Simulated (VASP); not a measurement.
A run of VASP 6.6.1:

INCAR

```
ALGO     = Normal         # electronic algorithm
EDIFF    = 1E-7           # SCF threshold, eV
ENCUT    = 520            # plane-wave cutoff, eV
GGA      = PE             # functional
ISIF     = 2              # what is computed and relaxed
ISMEAR   = -1             # smearing method
LASPH    = T              # aspherical terms in the spheres
LCHARG   = F              # write CHGCAR
LREAL    = F              # projectors in reciprocal space
LWAVE    = F              # write WAVECAR
NBANDS   = 13             # bands
NELM     = 60             # most SCF steps
PREC     = Accurate       # precision mode
SIGMA    = 0.05           # smearing width, eV
```

KPOINTS

```
k-points
0
Gamma
  15 15 15
```

The input POSCAR:

```
Pb
1.0
    0.0000000000      2.1410015683      2.1410015683
    2.1410015683      0.0000000000      2.1410015683
    2.1410015683      2.1410015683      0.0000000000
Pb
1
Direct
    0.0000000000      0.0000000000      0.0000000000
```

Potentials or basis: VASP PAW PBE potentials, release 64 (Pb_d).

Run with:

```sh
$ cat potpaw_PBE.64/Pb_d/POTCAR > POTCAR
$ mpirun -np 1 vasp_std > vasp.out
```

Hardware: 1 thread of Intel(R) Xeon(R) 6975P-C (Granite Rapids), on a shared host.

Q: How long does it take, and how much memory?

A: Wall time 11 s on 1 thread of Intel(R) Xeon(R) 6975P-C (Granite Rapids), on a shared host, peak memory 0.15 GiB. Counts: scf iterations 11, k points 120.
